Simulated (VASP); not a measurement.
Write the native input for VASP 6.6.1 that does the following.

- Task: single point
- Functional: RPBE
- Potentials or basis: VASP PAW PBE potentials, release 64 (Ge_d)
- Cutoff: 520 eV
- k mesh: 9 × 9 × 9
- Occupations: fermi-dirac, width 0.05 eV
- Spin: no spin polarisation
- Dipole correction: no
- Further INCAR settings: ALGO = Normal; EDIFF = 1e-06; NBANDS = 21

The structure of Ge lies in POSCAR:

```
Ge
1.0
    0.0000000000      2.7916805312      2.7916805312
    2.7916805312      0.0000000000      2.7916805312
    2.7916805312      2.7916805312      0.0000000000
Ge
2
Direct
    0.5000000000      0.5000000000      0.5000000000
    0.7500000000      0.7500000000      0.7500000000
```

This cell differs from its parent crystal: volume scaled by 0.88.

The input as run:

INCAR

```
SYSTEM = Ge
PREC = Accurate
ENCUT = 520
EDIFF = 1E-6
ISMEAR = -1
SIGMA = 0.05
LREAL = .False.
LASPH = .True.
NELM = 100
ALGO = Normal
ISIF = 2
LWAVE = .False.
LCHARG = .True.
GGA = RP
LELF = .True.
LVHAR = .True.
NBANDS = 21
```

KPOINTS

```
regular mesh
0
Gamma
  9 9 9
  0 0 0
```

Potentials or basis: VASP PAW PBE potentials, release 64 (Ge_d).

Command:

```bash
$ cat potpaw_PBE.64/Ge_d/POTCAR > POTCAR
$ mpirun -np 1 vasp_std > vasp.out
```

Results of the run:

```yaml
Pressure: 8.7 GPa
Band_gap_on_the_k_mesh: 0.42 eV, indirect (least direct gap 0.52 eV)
```

Caveat: the PAW data sets were made with another functional, which shifts forces and pressure a little.

It took 30 s on 1 thread of Intel(R) Xeon(R) Platinum 8375C CPU @ 2.90GHz (Ice Lake), on a shared host, peak memory 0.17 GiB.
